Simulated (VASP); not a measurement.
# H3CCl in VASP: further runs

H3CCl is run at these levels: PBE+D3(BJ); tasks: single point, relaxation of the atoms.

All numbers are computed with VASP 6.6.1; they aren't measurements. Logs are shortened: lines on timing, memory, paths and dates and some standing lists are left out, and cuts for length are marked.

## Step 1: The cell of the first run

The cell holds a disordered packing, 40 atoms: a = 9.029 Å, b = 9.029 Å, c = 9.029 Å, α = 90.00°, β = 90.00°, γ = 90.00°.

## Step 2: Single point, PBE+D3(BJ)

Contents of INCAR:

```
ALGO = Normal ; EDIFF = 1E-6
ENCUT = 520 ; GGA = PE
ISIF = 2 ; ISMEAR = -1
IVDW = 12 ; LASPH = T
LCHARG = F ; LREAL = Auto
LWAVE = F ; NBANDS = 82
NELM = 100 ; PREC = Accurate
SIGMA = 0.05
```

Contents of KPOINTS:

```
k-points
0
Gamma
  1 1 1
```

Contents of POSCAR:

```
H3CCl
1.0
    9.0287150000      0.0000000000      0.0000000000
    0.0000000000      9.0287150000      0.0000000000
    0.0000000000      0.0000000000      9.0287150000
C Cl H
8 8 24
Direct
    0.5833609766      0.2240850442      0.3243207921
    0.9481194168      0.9363347940      0.7812075140
    0.8651397236      0.7852169439      0.4245011610
    0.2235201798      0.1720510615      0.9817676159
    0.8326323292      0.4018844321      0.8297194008
    0.4971028546      0.5809021550      0.6387066155
    0.1716744852      0.5550956033      0.2490830644
    0.5353474996      0.8116548147      0.0128589727
    0.5750430709      0.1642204898      0.5252242429
    0.9024429279      0.9959667572      0.9695510380
    0.9822771014      0.9328680770      0.3572822932
    0.2972516022      0.3425404390      0.9207954842
    0.8017641492      0.5413062656      0.9703706452
    0.4981218258      0.7824147733      0.6639150754
    0.2180155205      0.4126390079      0.3848166655
    0.5396559754      0.8550053911      0.2106722828
    0.6223366227      0.3334915323      0.3243097163
    0.6646128491      0.1471416475      0.2760857996
    0.4702330287      0.2124887096      0.2824100661
    0.9906503860      0.8184442637      0.7869336888
    0.8521810690      0.9429027276      0.7052166338
    1.0418979888      0.9987800036      0.7593328619
    0.7691459970      0.8406622648      0.4793151628
    0.8398869607      0.7234362808      0.3241989585
    0.9462254595      0.7317874138      0.5048558959
    0.1953323369      0.1049429515      0.8900380619
    0.2961883280      0.1314915799      1.0595195440
    0.1204047309      0.1995300549      1.0389961362
    0.8210249188      0.2927326868      0.8656602850
    0.7623343964      0.4466305560      0.7420103525
    0.9583755828      0.4105678383      0.8134712415
    0.4147766321      0.5691618353      0.5518836291
    0.6049476587      0.5370088656      0.6221372587
    0.4579389204      0.5348933929      0.7383442716
    0.1084761231      0.6477222949      0.3020584878
    0.2804053511      0.5946250380      0.2150804406
    0.1230186134      0.5126310887      0.1452366145
    0.4235375687      0.8366528349     -0.0263824919
    0.6208967721      0.8719513242     -0.0428300151
    0.5606999446      0.6976961838      0.0007531526
```

Potentials or basis: VASP PAW PBE potentials, release 64 (C, Cl, H).

The run is started by

```console
> cat potpaw_PBE.64/C/POTCAR potpaw_PBE.64/Cl/POTCAR potpaw_PBE.64/H/POTCAR > POTCAR
> mpirun -np 1 vasp_gam > vasp.out
```

OUTCAR:

```text
EDIFF = 1E-6
   ENCUT = 520
   GGA = PE
   ISIF = 2
   ISMEAR = -1
   IVDW = 12
   LASPH = T
   LREAL = Auto
   NELM = 100
   PREC = Accurate
 IVDW          = 12

 ion  position               nearest neighbor table
   1  0.583  0.224  0.324-  17 1.05  19 1.09  18 1.10   9 1.89
   2  0.948  0.936  0.781-  22 1.04  21 1.11  20 1.13  10 1.83
   3  0.865  0.785  0.425-  24 1.09  23 1.12  25 1.14  11 1.81
   4  0.224  0.172  0.982-  27 1.03  26 1.06  28 1.09  12 1.77
   5  0.833  0.402  0.830-  29 1.04  30 1.09  31 1.15  13 1.81
   6  0.497  0.581  0.639-  34 1.05  33 1.06  32 1.09  14 1.83
   7  0.172  0.555  0.249-  36 1.09  37 1.10  35 1.12  15 1.83
   8  0.535  0.812  0.013-  40 1.06  39 1.07  38 1.09  16 1.83
   9  0.575  0.164  0.525-   1 1.89
  10  0.902  0.996  0.970-   2 1.83
  11  0.982  0.933  0.357-   3 1.81
  12  0.297  0.343  0.921-   4 1.77
  13  0.802  0.541  0.970-   5 1.81
  14  0.498  0.782  0.664-   6 1.83
[... 24 lines left out ...]
  39  0.621  0.872  0.957-   8 1.07
  40  0.561  0.698  0.001-   8 1.06

  LATTYP: Found a simple cubic cell.
 ALAT       =     9.0287150000

  Lattice vectors:

 A1 = (   9.0287150000,   0.0000000000,   0.0000000000)
 A2 = (   0.0000000000,   9.0287150000,   0.0000000000)
 A3 = (   0.0000000000,   0.0000000000,   9.0287150000)

Analysis of symmetry for initial positions (statically):
=====================================================================
 Subroutine PRICEL returns:
 Original cell was already a primitive cell.

 Routine SETGRP: Setting up the symmetry group for a
 simple cubic supercell.

 Subroutine GETGRP returns: Found  1 space group operations
 (whereof  1 operations were pure point group operations)
 out of a pool of 48 trial point group operations.

The static configuration has the point symmetry C_1 .

Analysis of symmetry for dynamics (positions and initial velocities):
=====================================================================
 Subroutine PRICEL returns:
 Original cell was already a primitive cell.

 Routine SETGRP: Setting up the symmetry group for a
 simple cubic supercell.

 Subroutine GETGRP returns: Found  1 space group operations
 (whereof  1 operations were pure point group operations)
 out of a pool of 48 trial point group operations.

The dynamic configuration has the point symmetry C_1 .

 Subroutine INISYM returns: Found  1 space group operations
 (whereof  1 operations are pure point group operations),
 and found     1 'primitive' translations

----------------------------------------------------------------------------------------

                                     Primitive cell

  volume of cell :     736.0000

  direct lattice vectors                    reciprocal lattice vectors
     9.028715000  0.000000000  0.000000000     0.110757732  0.000000000  0.000000000
     0.000000000  9.028715000  0.000000000     0.000000000  0.110757732  0.000000000
     0.000000000  0.000000000  9.028715000     0.000000000  0.000000000  0.110757732

  length of vectors
     9.028715000  9.028715000  9.028715000     0.110757732  0.110757732  0.110757732

  position of ions in fractional coordinates (direct lattice)
     0.583360977  0.224085044  0.324320792
     0.948119417  0.936334794  0.781207514
     0.865139724  0.785216944  0.424501161
     0.223520180  0.172051061  0.981767616
     0.832632329  0.401884432  0.829719401
     0.497102855  0.580902155  0.638706615
[... 32 lines left out ...]
     0.620896772  0.871951324  0.957169985
     0.560699945  0.697696184  0.000753153

  ion indices of the primitive-cell ions
   primitive index   ion index
                 1           1
                 2           2
                 3           3
                 4           4
                 5           5
                 6           6
[... 32 lines left out ...]
                39          39
                40          40

----------------------------------------------------------------------------------------

 KPOINTS: k-points

Automatic generation of k-mesh.
 Grid dimensions read from file:
[... 44 lines left out ...]
   TEBEG  =    0.0;   TEEND  =   0.0 temperature during run
   PSTRESS=    0.0 pullay stress
   NELECT =     112.0000    total number of electrons
   NUPDOWN=      -1.0000    fix difference up-down
   EMIN   =  10.00;   EMAX   =-10.00  energy-range for DOS
   EFERMI =   0.00;   METHOD = LEGACY
   ISMEAR =    -1;   SIGMA  =   0.05  broadening in eV -4-tet -1-fermi 0-gaus
   EFERMI_NEDOS =   21; number of points for ismear=-14 and -15
   IALGO  =     38    algorithm
   IMIX   =      4    mixing-type and parameters
     AMIX     =   0.40;   BMIX     =  1.00
     AMIX_MAG =   1.60;   BMIX_MAG =  1.00
  volume/ion in A,a.u.               =      18.40       124.17
  Fermi-wavevector in a.u.,A,eV,Ry     =   0.874020  1.651659 10.393649  0.763912
  Thomas-Fermi vector in A             =   1.993493
   LORBIT       =      0    0 simple, 1 ext, 2 COOP (PROOUT), +10 PAW based schemes
   GGA     = PE    functional components
   LHFCALC =     F    Hartree Fock is set to
   AEXX    =    0.0000 exact exchange contribution
   IVDW    =    12    specifies the selected vdW correction
   LEPSILON=     F    determine dielectric tensor
   LRPA    =     F    only Hartree local field effects (RPA)
 non-spin polarized calculation
  energy-cutoff  :      520.00
  volume of cell :      736.00
 maximum number of plane-waves:      9919
 NGX is ok and might be reduce to    70
   NGX = 33   NGY = 33   NGZ = 33

 number of electron     111.9999997 magnetization

 Free energy of the ion-electron system (eV)
  ---------------------------------------------------
  ext. energy  EPLUGINS =         0.00000000
  ---------------------------------------------------
  free energy    TOTEN  =      -178.52599085 eV

  energy without entropy =     -178.52599085  energy(sigma->0) =     -178.52599085

 E-fermi :  -2.3050     XC(G=0):  -5.8549

 val. band max:       -3.5876647020   @ k =   0.0000   0.0000   0.0000
 cond. band min:       1.8587472378   @ k =   0.0000   0.0000   0.0000
 fundamental gap:      5.4464119398
 Fermi energy:        -2.3049578638

 k-point     1 :       0.0000    0.0000    0.0000
  band No.  band energies     occupation
      1     -18.3914      2.00000
      2     -18.1754      2.00000
      3     -18.0783      2.00000
      4     -17.9665      2.00000
      5     -17.9185      2.00000
      6     -17.8438      2.00000
[... 60 lines left out ...]
     67       3.5710      0.00000
     68       3.6982      0.00000
 [bands above 68 left out]

------------------------ aborting loop because EDIFF is reached ----------------------------------------

 Edisp (eV)   -1.71417

 E8    (eV) :    -0.4475

  FORCE on cell =-STRESS in cart. coord.  units (eV):
  Direction    XX          YY          ZZ          XY          YZ          ZX
  --------------------------------------------------------------------------------------
  -------------------------------------------------------------------------------------
  Total      -0.57031     3.50272    -2.25798     6.07660    -1.37857    -2.23169
  in kB      -1.24148     7.62497    -4.91533    13.22798    -3.00097    -4.85811
  external pressure =        0.49 kB  Pullay stress =        0.00 kB

 VOLUME and BASIS-vectors are now :
 -----------------------------------------------------------------------------
  energy-cutoff  :      520.00
  volume of cell :      736.00
      direct lattice vectors                 reciprocal lattice vectors
     9.028715000  0.000000000  0.000000000     0.110757732  0.000000000  0.000000000
     0.000000000  9.028715000  0.000000000     0.000000000  0.110757732  0.000000000
     0.000000000  0.000000000  9.028715000     0.000000000  0.000000000  0.110757732

 POSITION                                       TOTAL-FORCE (eV/Angst)
 -----------------------------------------------------------------------------------
      5.26700      2.02320      2.92820        -0.193264     -2.085533      1.298078
      8.56030      8.45390      7.05330        -0.973968     -2.254176      1.162882
      7.81110      7.08950      3.83270         1.197165      0.709968      0.959694
      2.01810      1.55340      8.86410        -1.871278      1.908071     -0.036927
      7.51760      3.62850      7.49130         2.433195      2.613457     -0.227974
      4.48820      5.24480      5.76670        -0.931169      1.682085     -0.314288
[... 32 lines left out ...]
      5.60590      7.87260      8.64202         0.386584      0.721308     -0.232082
      5.06240      6.29930      0.00680         0.034386     -1.208284      0.010532
 -----------------------------------------------------------------------------------
    total drift:                                0.003822      0.007066     -0.005668

  FREE ENERGIE OF THE ION-ELECTRON SYSTEM (eV)
  ---------------------------------------------------
  free  energy   TOTEN  =      -180.2401581767 eV

  energy  without entropy=     -180.2401581766  energy(sigma->0) =     -180.24015818
```

Run time: 90 s. Hardware: 1 thread of AMD EPYC 7R13 (Zen 3), shared host; peak memory 0.63 GiB.

What came out:

* Free energy: -180.2402 eV
* Pressure: 0.0 GPa
* Largest force: 3.578 eV/Å
* Band gap on the k mesh: 5.45 eV
* Dispersion energy per atom: -0.043 eV

Forces in eV/Å, atoms in the order of the input:
```
C   -0.193 -2.086  1.298
C   -0.974 -2.254  1.163
C    1.197  0.710  0.960
C   -1.871  1.908 -0.037
C    2.433  2.613 -0.228
C   -0.931  1.682 -0.314
C    0.478  0.384  0.102
C   -0.779  0.584  0.916
Cl   0.003  0.493 -1.091
Cl  -0.339 -0.474 -0.598
Cl   0.061  0.523 -0.126
Cl   0.308  0.553 -0.419
Cl  -0.034 -0.385  0.468
Cl   0.404 -0.445 -0.151
Cl  -0.601  0.309 -0.525
Cl  -0.033 -0.180 -0.482
H    0.422  1.545  0.017
H   -0.363  0.172 -0.112
H    0.202 -0.013 -0.046
H   -0.700  0.797  0.132
H    0.439  0.352  0.377
H    1.367  1.468 -1.157
H    0.403 -0.700 -0.349
H   -0.346 -0.439  0.280
H   -1.399 -0.093 -0.719
H    0.191 -0.867 -0.906
H    1.666 -1.406  1.403
H   -0.069 -0.069  0.054
H   -1.115 -1.687  0.762
H    0.385 -0.841 -0.379
H   -1.429  0.128 -0.584
H    0.260 -0.604 -0.342
H    0.985 -0.063 -0.772
H   -0.706 -0.541  1.313
H    0.305 -0.803 -0.348
H    0.182  0.410  0.058
H   -0.368 -0.277  0.655
H    0.139  0.085 -0.054
H    0.387  0.721 -0.232
H    0.034 -1.208  0.011
```

Caveat: the k points lie up to 0.70 Å⁻¹ apart.

## Step 3: Relaxation of the atoms, PBE+D3(BJ)

Contents of INCAR:

```
SYSTEM = H3CCl
ALGO = Normal
EDIFF = 1E-6
EDIFFG = -0.3
ENCUT = 520
GGA = PE
IBRION = 2
ISIF = 2
ISMEAR = -1
IVDW = 12
LASPH = .TRUE.
LCHARG = .FALSE.
LREAL = Auto
LWAVE = .FALSE.
NELM = 100
NSW = 35
PREC = Accurate
SIGMA = 0.05
```

Contents of KPOINTS:

```
k-points
0
G
  1 1 1
  0 0 0
```

Contents of POSCAR:

```
H3CCl
1.0
    9.0287150000      0.0000000000      0.0000000000
    0.0000000000      9.0287150000      0.0000000000
    0.0000000000      0.0000000000      9.0287150000
C Cl H
8 8 24
Direct
    0.6245589000      0.2640496000      0.2884868000
    0.9398771000      0.9369208000      0.7915679000
    0.8766351000      0.7916753000      0.3620789000
    0.2243375000      0.2067098000      0.9943069000
    0.8235141000      0.4161054000      0.8253419000
    0.5076461000      0.6022273000      0.6996327000
    0.1875289000      0.5438763000      0.2618175000
    0.5237101000      0.8636449000      0.0246741000
    0.5434496000      0.1804305000      0.4471711000
    0.9267895000      0.9484848000      0.9876458000
    1.0545649000      0.8579625000      0.3101315000
    0.2095150000      0.3848341000      0.9118231000
    0.7818462000      0.5606793000      0.9522818000
    0.5760169000      0.7853600000      0.6764080000
    0.2272518000      0.4482000000      0.4292083000
    0.4973690000      0.8456728000      0.2189283000
    0.6542316000      0.3777863000      0.3151005000
    0.7230691000      0.2018741000      0.2575884000
    0.5446886000      0.2622962000      0.1982513000
    1.0250267000      0.8566488000      0.7627454000
    0.8334230000      0.9018213000      0.7472923000
    0.9689772000      1.0454042000      0.7478721000
    0.8189667000      0.8781754000      0.4230452000
    0.8149302000      0.7632268000      0.2625401000
    0.8900244000      0.6941398000      0.4315939000
    0.1607027000      0.1279511000      0.9289427000
    0.3403699000      0.1742103000      0.9965530000
    0.1807690000      0.2118682000      1.1065564000
    0.7429406000      0.3275486000      0.8391401000
    0.8179800000      0.4597930000      0.7131565000
    0.9344412000      0.3748592000      0.8481172000
    0.4019179000      0.5924552000      0.6426165000
    0.5870817000      0.5246196000      0.6528159000
    0.4932136000      0.5805240000      0.8172994000
    0.2772182000      0.6209675000      0.2386320000
    0.1778652000      0.4637259000      0.1723339000
    0.0838423000      0.6039250000      0.2747802000
    0.4551464000      0.9540910000     -0.0158638000
    0.6399259000      0.8870656000      0.0029914000
    0.4917480000      0.7604831000     -0.0288129000
```

Potentials or basis: VASP PAW PBE potentials, release 64 (C, Cl, H).

The run is started by

```console
> cat potpaw_PBE.64/C/POTCAR potpaw_PBE.64/Cl/POTCAR potpaw_PBE.64/H/POTCAR > POTCAR
> mpirun -np 1 vasp_gam > vasp.out
```

It took 13 min on 1 thread of AMD EPYC 7R13 (Zen 3), shared host; peak memory 0.73 GiB.

It converged, with:

```
Free energy                  : -181.4390 eV
Energy gained by relaxing    : 8.3 meV/atom
Ionic steps                  : 18
Pressure after relaxing      : -0.5 GPa
Largest force after relaxing : 0.292 eV/Å
Band gap on the k mesh       : 5.31 eV
Dispersion energy per atom   : -0.043 eV
```

Forces in eV/Å, atoms in the order of the input:
```
C    0.014  0.001  0.007
C    0.009  0.011 -0.156
C   -0.187 -0.105  0.064
C    0.048 -0.010 -0.007
C    0.011 -0.072 -0.061
C   -0.065 -0.039 -0.027
C    0.058 -0.144 -0.094
C   -0.022 -0.021  0.058
Cl   0.125  0.111 -0.121
Cl   0.019 -0.006 -0.292
Cl  -0.030  0.025  0.042
Cl   0.011 -0.151  0.091
Cl   0.035 -0.188 -0.163
Cl  -0.083 -0.160  0.020
Cl  -0.067 -0.002  0.028
Cl  -0.002  0.010 -0.130
H   -0.032 -0.083 -0.003
H   -0.055  0.022  0.033
H    0.022 -0.039  0.171
H   -0.033  0.013  0.107
H    0.001 -0.024  0.134
H   -0.003 -0.012  0.101
H    0.076 -0.156 -0.123
H    0.106  0.193  0.046
H    0.005  0.126  0.071
H    0.095  0.065  0.023
H   -0.029 -0.018 -0.002
H    0.040  0.108 -0.141
H   -0.008  0.059  0.093
H    0.040  0.075  0.164
H   -0.054  0.060  0.003
H    0.024 -0.002 -0.040
H   -0.058  0.118 -0.048
H    0.058  0.091 -0.053
H   -0.092  0.057  0.081
H   -0.066  0.130  0.064
H    0.110  0.003 -0.048
H    0.009 -0.072  0.039
H   -0.059 -0.044  0.010
H    0.027  0.069  0.057
```

Stress tensor (GPa, compression positive):
```
-0.23 -0.01  0.13
-0.01 -0.54  0.11
 0.13  0.11 -0.75
```

The path:
```tsv
step	energy change (eV)	largest force (eV/Å)	pressure (GPa)
1	0.0000	0.7088	0.65
2	-0.0478	0.6622	-0.09
3	-0.0479	0.6199	-0.05
4	-0.0751	0.5446	-0.30
5	-0.0751	0.5231	-0.30
6	-0.1082	0.3736	-0.21
7	-0.1379	0.6378	0.03
8	-0.1567	0.4962	0.04
9	-0.1876	0.4426	0.07
10	-0.1895	0.4327	0.08
11	-0.2116	0.4023	0.02
12	-0.2498	0.9604	-0.19
13	-0.2532	1.3233	-0.27
14	-0.2651	1.1809	-0.30
15	-0.2942	0.7597	-0.38
16	-0.3221	0.3802	-0.55
17	-0.3228	0.3805	-0.58
18	-0.3323	0.2922	-0.50
```

Final structure:
```xyz
40
Lattice="9.0287 0.0000 0.0000 0.0000 9.0287 0.0000 0.0000 0.0000 9.0287" Properties=species:S:1:pos:R:3 pbc="T T T"
C     5.6528    2.3883    2.6198
C     8.4824    8.4616    7.0935
C     7.8912    7.2495    3.3230
C     2.0766    1.8674    8.9590
C     7.4458    3.7280    7.4684
C     4.5291    5.4355    6.2420
C     1.7077    4.8259    2.3777
C     4.7061    7.7845    0.2508
Cl    5.0192    1.6577    4.1317
Cl    8.3697    8.6235    8.8829
Cl    0.3768    8.1726    3.0963
Cl    2.0340    3.4289    8.0689
Cl    7.1487    5.0000    8.7003
Cl    5.0934    7.1070    5.8976
Cl    2.0209    3.9621    3.9155
Cl    4.4722    7.6443    2.0289
H     5.9173    3.4340    2.8178
H     6.5383    1.8232    2.3058
H     4.8803    2.3426    1.8399
H     0.2333    7.7302    6.8526
H     7.5188    8.1247    6.6964
H     8.7426    0.4049    6.6567
H     7.1811    7.8807    3.8750
H     7.4714    6.9634    2.3493
H     8.1192    6.3360    3.8879
H     1.4821    1.1331    8.4060
H     3.1242    1.5581    9.0258
H     1.6544    1.9857    0.9378
H     6.6901    2.9408    7.5664
H     7.3825    4.1657    6.4631
H     8.4489    3.3214    7.6353
H     3.5533    5.3086    5.7658
H     5.2447    4.7165    5.8269
H     4.4498    5.2888    7.3246
H     2.5220    5.5373    2.2027
H     1.6932    4.0796    1.5757
H     0.7414    5.3340    2.4508
H     4.0786    8.6005    8.9044
H     5.7632    7.9953    0.0586
H     4.4103    6.8388    8.8160
```

Levels at points of the mesh, in eV from the valence-band top:
| k point | band 54 | band 55 | band 56 | band 57 | band 58 | band 59 |
| --- | --- | --- | --- | --- | --- | --- |
| (0.00, 0.00, 0.00) | -0.08 | -0.05 | 0.00 | 5.31 | 5.65 | 5.69 |

Caveat: the k points lie up to 0.70 Å⁻¹ apart; the relaxation stopped at a loose force limit of 0.3 eV/Å, so its end isn't a converged minimum.
